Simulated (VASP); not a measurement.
# Ga (I4/mmm) in VASP: further runs

Runs on Ga. Level: PBE. Tasks: single point.

Program: VASP 6.6.1. These are calculated values, not measurements. Logs are shortened: lines on timing, memory, paths and dates and some standing lists are left out, and cuts for length are marked.

## 1. The cell of the first run

It takes space group I4/mmm (No. 139, tetragonal). The conventional cell has a = 2.854 Å, b = 2.854 Å, c = 4.531 Å, α = 90.00°, β = 90.00°, γ = 90.00°. Ga (site symmetry 4/mmm) has 12 Ga at 2.85 to 3.03 Å within 3.8 Å.

## 2. Single point, PBE (18.45 Å³/atom)

File INCAR:

```
ALGO = Normal ; EDIFF = 1E-6
ENCUT = 520 ; GGA = PE
ISIF = 2 ; ISMEAR = -1
ISYM = 0 ; LASPH = T
LCHARG = F ; LREAL = F
LWAVE = F ; NBANDS = 12
NELM = 60 ; PREC = Accurate
SIGMA = 0.05
```

File KPOINTS:

```
k-points
0
Gamma
  14 14 16
```

File POSCAR:

```
Ga
1.0
   -1.4270204850      1.4270204850      2.2655474793
    1.4270204850     -1.4270204850      2.2655474793
    1.4270204850      1.4270204850     -2.2655474793
Ga
1
Direct
    0.0000000000      0.0000000000      0.0000000000
```

Potentials or basis: VASP PAW PBE potentials, release 64 (Ga_d).

The run is started by

```
$ cat potpaw_PBE.64/Ga_d/POTCAR > POTCAR
$ mpirun -np 1 vasp_std > vasp.out
```

OUTCAR:

```text
EDIFF = 1E-6
   ENCUT = 520
   GGA = PE
   ISIF = 2
   ISMEAR = -1
   ISYM = 0
   LASPH = T
   LREAL = F
   NELM = 60
   PREC = Accurate

 ion  position               nearest neighbor table
   1  0.000  0.000  0.000-

IMPORTANT INFORMATION: All symmetrisations will be switched off!
NOSYMM: (Re-)initialisation of all symmetry stuff for point group C_1.

----------------------------------------------------------------------------------------

                                     Primitive cell

  volume of cell :      18.4541

  direct lattice vectors                    reciprocal lattice vectors
    -1.427020485  1.427020485  2.265547479     0.000000000  0.350380394  0.220697207
     1.427020485 -1.427020485  2.265547479     0.350380394  0.000000000  0.220697207
     1.427020485  1.427020485 -2.265547479     0.350380394  0.350380394  0.000000000

  length of vectors
     3.034053446  3.034053446  3.034053446     0.414093803  0.414093803  0.495512705

  position of ions in fractional coordinates (direct lattice)
     0.000000000  0.000000000  0.000000000

  ion indices of the primitive-cell ions
   primitive index   ion index
                 1           1

----------------------------------------------------------------------------------------

 KPOINTS: k-points

Automatic generation of k-mesh.
 Grid dimensions read from file:
 generate k-points for:   14   14   16

 Generating k-lattice:

  Cartesian coordinates                     Fractional coordinates (reciprocal lattice)
     0.000000000  0.025027171  0.015764086     0.071428571 -0.000000000  0.000000000
     0.025027171  0.000000000  0.015764086    -0.000000000  0.071428571  0.000000000
     0.021898775  0.021898775  0.000000000     0.000000000  0.000000000  0.062500000

  Length of vectors
     0.029578129  0.029578129  0.030969544

  Shift w.r.t. Gamma in fractional coordinates (k-lattice)
     0.000000000  0.000000000  0.000000000

 -----------------------------------------------------------------------------
|                                                                             |
|           W    W    AA    RRRRR   N    N  II  N    N   GGGG   !!!           |
|           W    W   A  A   R    R  NN   N  II  NN   N  G    G  !!!           |
|           W    W  A    A  R    R  N N  N  II  N N  N  G       !!!           |
|           W WW W  AAAAAA  RRRRR   N  N N  II  N  N N  G  GGG   !            |
|           WW  WW  A    A  R   R   N   NN  II  N   NN  G    G                |
|           W    W  A    A  R    R  N    N  II  N    N   GGGG   !!!           |
|                                                                             |
|     Your reciprocal lattice and k-lattice belong to different lattice       |
|     classes:                                                                |
|                                                                             |
|        The reciprocal lattice is body-centered tetragonal,                  |
|        whereas your k-lattice is base-centered monoclinic.                  |
|                                                                             |
|     Results are often still useful ...                                      |
|                                                                             |
 -----------------------------------------------------------------------------

 WARNING: IBZKPT: internal override: KBLOWUP is changed to .FALSE.
      ... skipping the blow-up phase ...

 Subroutine IBZKPT returns following result:
 ===========================================

 Found   1572 irreducible k-points:

 Following reciprocal coordinates:
            Coordinates               Weight
  0.000000  0.000000  0.000000      1.000000
  0.071429 -0.000000  0.000000      2.000000
  0.142857  0.000000  0.000000      2.000000
  0.214286 -0.000000  0.000000      2.000000
  0.285714  0.000000  0.000000      2.000000
  0.357143  0.000000  0.000000      2.000000
[... 16 lines left out ...]
  0.000000  0.142857  0.000000      2.000000
  0.071429  0.142857  0.000000      2.000000
 [... further k-points ...]
   k-points           NKPTS =   1572   k-points in BZ     NKDIM =   1572   number of bands    NBANDS=     12
   number of dos      NEDOS =    301   number of ions     NIONS =      1
   total plane-waves  NPLWV =  13824
   dimension x,y,z NGX =    24 NGY =   24 NGZ =   24
   dimension x,y,z NGXF=    48 NGYF=   48 NGZF=   48
   ions per type =               1
   NGX,Y,Z   is equivalent  to a cutoff of  13.15, 13.15, 13.15 a.u.
   NGXF,Y,Z  is equivalent  to a cutoff of  26.30, 26.30, 26.30 a.u.
 SYSTEM =  unknown system
   PREC   = accura    normal or accurate (medium, high low for compatibility)
   ISTART =      0    job   : 0-new  1-cont  2-samecut
   ICHARG =      2    charge: 1-file 2-atom 10-const
   ISPIN  =      1    spin polarized calculation?
   LNONCOLLINEAR =      F non collinear calculations
   LSORBIT =      F    spin-orbit coupling
   LASPH  =      T    aspherical Exc in radial PAW
   ENCUT  =  520.0 eV  38.22 Ry    6.18 a.u.   5.64  5.64  5.64*2*pi/ulx,y,z
   NELM   =     60;   NELMIN=  2; NELMDL= -5     # of ELM steps
   EDIFF  = 0.1E-05   stopping-criterion for ELM
   LREAL  =      F    real-space projection
   EDIFFG = 0.1E-04   stopping-criterion for IOM
   NSW    =      0    number of steps for IOM
   IBRION =     -1    ionic relax: 0-MD 1-quasi-New 2-CG
   NFREE  =      0    steps in history (QN), initial steepest desc. (CG)
   ISIF   =      2    stress and relaxation
   ISYM   =      0    0-nonsym 1-usesym 2-fastsym
   POTIM  = 0.5000    time-step for ionic-motion
   TEBEG  =    0.0;   TEEND  =   0.0 temperature during run
   PSTRESS=    0.0 pullay stress
   NELECT =      13.0000    total number of electrons
   NUPDOWN=      -1.0000    fix difference up-down
   EMIN   =  10.00;   EMAX   =-10.00  energy-range for DOS
   EFERMI =   0.00;   METHOD = LEGACY
   ISMEAR =    -1;   SIGMA  =   0.05  broadening in eV -4-tet -1-fermi 0-gaus
   EFERMI_NEDOS =   21; number of points for ismear=-14 and -15
   IALGO  =     38    algorithm
   IMIX   =      4    mixing-type and parameters
     AMIX     =   0.40;   BMIX     =  1.00
     AMIX_MAG =   1.60;   BMIX_MAG =  1.00
  volume/ion in A,a.u.               =      18.45       124.53
  Fermi-wavevector in a.u.,A,eV,Ry     =   1.456660  2.752688 28.869622  2.121857
  Thomas-Fermi vector in A             =   2.573552
   LORBIT       =      0    0 simple, 1 ext, 2 COOP (PROOUT), +10 PAW based schemes
   GGA     = PE    functional components
   LHFCALC =     F    Hartree Fock is set to
   AEXX    =    0.0000 exact exchange contribution
   IVDW    =     0    specifies the selected vdW correction
   LEPSILON=     F    determine dielectric tensor
   LRPA    =     F    only Hartree local field effects (RPA)
 non-spin polarized calculation
  energy-cutoff  :      520.00
  volume of cell :       18.45
 maximum number of plane-waves:       513
   NGX = 11   NGY = 11   NGZ = 11

 number of electron      12.9999999 magnetization

 Free energy of the ion-electron system (eV)
  ---------------------------------------------------
  ext. energy  EPLUGINS =         0.00000000
  ---------------------------------------------------
  free energy    TOTEN  =        -2.88765749 eV

  energy without entropy =       -2.88468035  energy(sigma->0) =       -2.88616892

 E-fermi :   5.7776     XC(G=0): -11.1299

 val. band max:        5.7530730890   @ k =  -0.3571   0.0714   0.3125
 cond. band min:       5.7793985209   @ k =   0.1429   0.2143   0.3750
 fundamental gap:      0.0263254319
 Fermi energy:         5.7775644882

 k-point     1 :       0.0000    0.0000    0.0000
  band No.  band energies     occupation
      1      -9.2434      2.00000
      2      -9.1263      2.00000
      3      -9.1261      2.00000
      4      -9.1066      2.00000
      5      -8.9813      2.00000
      6      -5.4522      2.00000
      7      18.2362      0.00000
      8      18.2364      0.00000
      9      18.2428      0.00000
     10      21.7689      0.00000
     11      21.9075      0.00000
     12      22.4208      0.00000

 k-point     2 :       0.0714   -0.0000    0.0000
  band No.  band energies     occupation
      1      -9.2365      2.00000
      2      -9.1286      2.00000
      3      -9.1206      2.00000
      4      -9.1042      2.00000
      5      -8.9847      2.00000
      6      -5.3183      2.00000
      7      16.6424      0.00000
      8      17.8078      0.00000
      9      18.0789      0.00000
     10      20.8652      0.00000
     11      22.3286      0.00000
     12      22.8022      0.00000

 k-point     3 :       0.1429    0.0000    0.0000
  band No.  band energies     occupation
      1      -9.2222      2.00000
      2      -9.1403      2.00000
      3      -9.1065      2.00000
      4      -9.0894      2.00000
      5      -8.9926      2.00000
      6      -4.9141      2.00000
      7      13.7934      0.00000
      8      16.9253      0.00000
      9      17.7492      0.00000
     10      20.4106      0.00000
     11      21.7492      0.00000
     12      23.7657      0.00000

 k-point     4 :       0.2143   -0.0000    0.0000
  band No.  band energies     occupation
      1      -9.2134      2.00000
      2      -9.1610      2.00000
      3      -9.0925      2.00000
      4      -9.0553      2.00000
      5      -8.9975      2.00000
      6      -4.2346      2.00000
      7      10.8934      0.00000
      8      16.0221      0.00000
      9      17.4434      0.00000
     10      19.9430      0.00000
     11      20.9428      0.00000
     12      24.6680      0.00000

 k-point     5 :       0.2857    0.0000    0.0000
  band No.  band energies     occupation
      1      -9.2164      2.00000
      2      -9.1846      2.00000
      3      -9.0902      2.00000
      4      -9.0074      2.00000
      5      -8.9895      2.00000
      6      -3.2777      2.00000
      7       8.1543      0.00000
      8      15.2507      0.00000
      9      17.2492      0.00000
     10      19.2992      0.00000
     11      20.6637      0.00000
     12      23.8873      0.00000
[... 228 lines left out ...]
      1      -9.2058      2.00000
      2      -9.1460      2.00000
      3      -9.1098      2.00000
      4      -9.0892      2.00000
      5      -9.0002      2.00000
      6      -4.9334      2.00000
      7      14.6727      0.00000
      8      16.1988      0.00000
      9      17.4701      0.00000
     10      19.7074      0.00000
     11      23.1906      0.00000
     12      23.9379      0.00000

 k-point    22 :      -0.0714    0.0714    0.0000
  band No.  band energies     occupation
      1      -9.2256      2.00000
      2      -9.1360      2.00000
      3      -9.1184      2.00000
      4      -9.1008      2.00000
      5      -8.9898      2.00000
      6      -5.2607      2.00000
      7      16.9233      0.00000
      8      17.2283      0.00000
      9      17.5862      0.00000
     10      19.8903      0.00000
     11      23.2524      0.00000
     12      23.4085      0.00000

 k-point    23 :       0.0000    0.1429    0.0000
  band No.  band energies     occupation
      1      -9.2222      2.00000
      2      -9.1403      2.00000
      3      -9.1065      2.00000
      4      -9.0894      2.00000
      5      -8.9926      2.00000
      6      -4.9141      2.00000
      7      13.7934      0.00000
      8      16.9253      0.00000
      9      17.7492      0.00000
     10      20.4106      0.00000
     11      21.7492      0.00000
     12      23.7657      0.00000

 k-point    24 :       0.0714    0.1429    0.0000
  band No.  band energies     occupation
      1      -9.2198      2.00000
      2      -9.1368      2.00000
      3      -9.1079      2.00000
      4      -9.0810      2.00000
      5      -8.9912      2.00000
      6      -4.6246      2.00000
      7      13.0621      0.00000
      8      15.3535      0.00000
      9      17.4194      0.00000
     10      20.5982      0.00000
     11      21.2718      0.00000
     12      23.3604      0.00000

 [... further k-points ...]

------------------------ aborting loop because EDIFF is reached ----------------------------------------

  FORCE on cell =-STRESS in cart. coord.  units (eV):
  Direction    XX          YY          ZZ          XY          YZ          ZX
  --------------------------------------------------------------------------------------
  -------------------------------------------------------------------------------------
  Total        0.1666233      0.1666221      0.1161463     -0.0157337      0.0113123      0.0113125
  in kB       14.4661427     14.4660343     10.0837616     -1.3659892      0.9821318      0.9821478
  external PRESSURE =      13.0053129 kB  Pullay stress =       0.0000000 kB

 VOLUME and BASIS-vectors are now :
 -----------------------------------------------------------------------------
  energy-cutoff  :      520.00
  volume of cell :       18.45
      direct lattice vectors                 reciprocal lattice vectors
    -1.427020485  1.427020485  2.265547479     0.000000000  0.350380394  0.220697207
     1.427020485 -1.427020485  2.265547479     0.350380394  0.000000000  0.220697207
     1.427020485  1.427020485 -2.265547479     0.350380394  0.350380394  0.000000000

 POSITION                                       TOTAL-FORCE (eV/Angst)
 -----------------------------------------------------------------------------------
      0.00000      0.00000      0.00000         0.000000     -0.000000     -0.000000
 -----------------------------------------------------------------------------------
    total drift:                                0.000000     -0.000000     -0.000000

  FREE ENERGIE OF THE ION-ELECTRON SYSTEM (eV)
  ---------------------------------------------------
  free  energy   TOTEN  =        -2.8876574949 eV

  energy  without entropy=       -2.8846803528  energy(sigma->0) =       -2.88616892
```

Wall time 3.7 min (1 thread of Oxide Virtual Turin-like, shared host); peak memory 0.39 GiB.

Results:

```yaml
Free_energy: -2.8877 eV
Pressure: 1.3 GPa
Band_gap_on_the_k_mesh: zero (an odd number of electrons rules out a gap without spin polarisation)
```

Stress tensor (GPa, compression positive):
```
 1.45 -0.14  0.10
-0.14  1.45  0.10
 0.10  0.10  1.01
```

(Part 1 of 2 ends here.)

The gap in the log of VASP goes by the Fermi energy; the results here count the filled bands.